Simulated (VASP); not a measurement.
# BiPt (P6_3/mmc) in VASP: single point with LDA

Aim: the single point of BiPt with LDA.

Everything below comes from runs of VASP 6.6.1. Logs are shortened: lines on timing, memory, paths and dates and some standing lists are left out, and cuts for length are marked.

## (1) The cell of the first run

The structure is hexagonal, space group P6_3/mmc (No. 194). Conventional cell: a = 4.328 Å, b = 4.328 Å, c = 5.453 Å, α = 90.00°, β = 90.00°, γ = 120.00°. Bi (site symmetry -6m2) has 6 Pt at 2.85 Å and 6 Bi at 3.70 Å within 3.8 Å. Pt (site symmetry -3m) has 2 Pt at 2.73 Å and 6 Bi at 2.85 Å within 3.6 Å.

## (2) Single point, LDA

INCAR

```
SYSTEM = BiPt
PREC = Accurate
ENCUT = 520
EDIFF = 1E-6
ISMEAR = 0
SIGMA = 0.1
LREAL = .False.
LASPH = .True.
NELM = 100
ALGO = Fast
ISIF = 2
LWAVE = .False.
LCHARG = .False.
GGA = CA
NBANDS = 33
```

KPOINTS

```
Automatic mesh
0
Gamma
  12 12 8
  0 0 0
```

POSCAR

```
BiPt
1.0
    4.3279022316      0.0000000000      0.0000000000
   -2.1639511158      3.7480732777      0.0000000000
    0.0000000000      0.0000000000      5.4530211632
Bi Pt
2 2
Direct
    0.3333333333      0.6666666667      0.2500000000
    0.6666666667      0.3333333333      0.7500000000
    0.0000000000      0.0000000000      0.0000000000
    0.0000000000      0.0000000000      0.5000000000
```

Potentials or basis: VASP PAW LDA potentials, release 64 (Bi_d, Pt).

Started as:

```console
$ cat potpaw_LDA.64/Bi_d/POTCAR potpaw_LDA.64/Pt/POTCAR > POTCAR
$ mpirun -np 1 vasp_std > vasp.out
```

OUTCAR:

```text
SYSTEM = BiPt
   PREC = Accurate
   ENCUT = 520
   EDIFF = 1E-6
   ISMEAR = 0
   LREAL = .False.
   LASPH = .True.
   NELM = 100
   ISIF = 2
   GGA = CA

 ion  position               nearest neighbor table
   1  0.333  0.667  0.250-   3 2.85   4 2.85   3 2.85   4 2.85   3 2.85   4 2.85   2 3.70   2 3.70
                             2 3.70   2 3.70   2 3.70   2 3.70
   2  0.667  0.333  0.750-   3 2.85   4 2.85   3 2.85   4 2.85   3 2.85   4 2.85   1 3.70   1 3.70
                             1 3.70   1 3.70   1 3.70   1 3.70
   3  0.000  0.000  0.000-   4 2.73   4 2.73   1 2.85   2 2.85   2 2.85   1 2.85   2 2.85   1 2.85

   4  0.000  0.000  0.500-   3 2.73   3 2.73   1 2.85   2 2.85   2 2.85   1 2.85   2 2.85   1 2.85

  LATTYP: Found a hexagonal cell.
 ALAT       =     4.3279022316
 C/A-ratio  =     1.2599686572

  Lattice vectors:

 A1 = (   4.3279022316,   0.0000000000,   0.0000000000)
 A2 = (  -2.1639511158,   3.7480732777,   0.0000000000)
 A3 = (   0.0000000000,   0.0000000000,   5.4530211632)

Analysis of symmetry for initial positions (statically):
=====================================================================
 Subroutine PRICEL returns:
 Original cell was already a primitive cell.

 Routine SETGRP: Setting up the symmetry group for a
 hexagonal supercell.

 Subroutine GETGRP returns: Found 24 space group operations
 (whereof 12 operations were pure point group operations)
 out of a pool of 24 trial point group operations.

The static configuration has the point symmetry D_3d.
 The point group associated with its full space group is D_6h.

Analysis of symmetry for dynamics (positions and initial velocities):
=====================================================================
 Subroutine PRICEL returns:
 Original cell was already a primitive cell.

 Routine SETGRP: Setting up the symmetry group for a
 hexagonal supercell.

 Subroutine GETGRP returns: Found 24 space group operations
 (whereof 12 operations were pure point group operations)
 out of a pool of 24 trial point group operations.

The dynamic configuration has the point symmetry D_3d.
 The point group associated with its full space group is D_6h.

 Subroutine INISYM returns: Found 24 space group operations
 (whereof 12 operations are pure point group operations),
 and found     1 'primitive' translations

----------------------------------------------------------------------------------------

                                     Primitive cell

  volume of cell :      88.4551

  direct lattice vectors                    reciprocal lattice vectors
     4.327902232  0.000000000  0.000000000     0.231058824  0.133401874  0.000000000
[... 95 lines left out ...]
   NFREE  =      0    steps in history (QN), initial steepest desc. (CG)
   ISIF   =      2    stress and relaxation
   ISYM   =      2    0-nonsym 1-usesym 2-fastsym
   POTIM  = 0.5000    time-step for ionic-motion
   TEBEG  =    0.0;   TEEND  =   0.0 temperature during run
   PSTRESS=    0.0 pullay stress
   NELECT =      50.0000    total number of electrons
   NUPDOWN=      -1.0000    fix difference up-down
   EMIN   =  10.00;   EMAX   =-10.00  energy-range for DOS
   EFERMI =   0.00;   METHOD = LEGACY
   ISMEAR =     0;   SIGMA  =   0.10  broadening in eV -4-tet -1-fermi 0-gaus
   EFERMI_NEDOS =   21; number of points for ismear=-14 and -15
   IALGO  =     68    algorithm
   IMIX   =      4    mixing-type and parameters
     AMIX     =   0.40;   BMIX     =  1.00
     AMIX_MAG =   1.60;   BMIX_MAG =  1.00
  volume/ion in A,a.u.               =      22.11       149.23
  Fermi-wavevector in a.u.,A,eV,Ry     =   1.353601  2.557935 24.929072  1.832235
  Thomas-Fermi vector in A             =   2.480843
   LORBIT       =      0    0 simple, 1 ext, 2 COOP (PROOUT), +10 PAW based schemes
   GGA     = CA    functional components
   LHFCALC =     F    Hartree Fock is set to
   AEXX    =    0.0000 exact exchange contribution
   IVDW    =     0    specifies the selected vdW correction
   LEPSILON=     F    determine dielectric tensor
   LRPA    =     F    only Hartree local field effects (RPA)
 non-spin polarized calculation
 RMM-DIIS sequential band-by-band and
 Gauss-broadening in eV      SIGMA  =   0.10
  energy-cutoff  :      520.00
  volume of cell :       88.46
 maximum number of plane-waves:      2412
   NGX = 17   NGY = 17   NGZ = 21

 number of electron      49.9999994 magnetization

 Free energy of the ion-electron system (eV)
  ---------------------------------------------------
  ext. energy  EPLUGINS =         0.00000000
  ---------------------------------------------------
  free energy    TOTEN  =       -25.22274072 eV

  energy without entropy =      -25.21479391  energy(sigma->0) =      -25.21876731

 E-fermi :   9.3296     XC(G=0): -11.7258

 val. band max:        9.3192574710   @ k =   0.3333   0.0833   0.5000
 cond. band min:       9.3454654461   @ k =   0.2500  -0.0000   0.2500
 fundamental gap:      0.0262079751
 Fermi energy:         9.3296489750

 k-point     1 :       0.0000    0.0000    0.0000
  band No.  band energies     occupation
      1     -13.6532      2.00000
      2     -13.6532      2.00000
      3     -13.6055      2.00000
      4     -13.6054      2.00000
      5     -13.6054      2.00000
      6     -13.5946      2.00000
[... 853 lines left out ...]
     32      15.9992      0.00000
     33      16.8722      0.00000

 [... further k-points ...]

------------------------ aborting loop because EDIFF is reached ----------------------------------------

  FORCE on cell =-STRESS in cart. coord.  units (eV):
  Direction    XX          YY          ZZ          XY          YZ          ZX
  --------------------------------------------------------------------------------------
  -------------------------------------------------------------------------------------
  Total        0.1825613      0.1825613      0.2547967      0.0000000     -0.0000000      0.0000000
  in kB        3.3067144      3.3067144      4.6151051      0.0000000     -0.0000000      0.0000000
  external PRESSURE =       3.7428447 kB  Pullay stress =       0.0000000 kB

 VOLUME and BASIS-vectors are now :
 -----------------------------------------------------------------------------
  energy-cutoff  :      520.00
  volume of cell :       88.46
      direct lattice vectors                 reciprocal lattice vectors
     4.327902232  0.000000000  0.000000000     0.231058824  0.133401874  0.000000000
    -2.163951116  3.748073278  0.000000000     0.000000000  0.266803748  0.000000000
     0.000000000  0.000000000  5.453021163     0.000000000  0.000000000  0.183384581

 POSITION                                       TOTAL-FORCE (eV/Angst)
 -----------------------------------------------------------------------------------
     -0.00000      2.49872      1.36326        -0.000000      0.000000      0.000000
      2.16395      1.24936      4.08977         0.000000     -0.000000      0.000000
      0.00000      0.00000      0.00000        -0.000000      0.000000      0.000000
      0.00000      0.00000      2.72651         0.000000      0.000000      0.000000
 -----------------------------------------------------------------------------------
    total drift:                               -0.000000      0.000000      0.000000

  FREE ENERGIE OF THE ION-ELECTRON SYSTEM (eV)
  ---------------------------------------------------
  free  energy   TOTEN  =       -25.2227407211 eV

  energy  without entropy=      -25.2147939055  energy(sigma->0) =      -25.21876731
```

Run time: 97 s. Hardware: 1 thread of Intel Xeon 6975P-C (Granite Rapids), shared host; peak memory 0.34 GiB.

Results:

| Quantity | Value |
| --- | --- |
| Free energy | -25.2227 eV |
| Pressure | 0.4 GPa |
| Band gap on the k mesh | zero (bands 25 and 26 overlap by 3.98 eV) |

Caveat: spin-orbit coupling is left out, which moves the levels of the heavy elements.
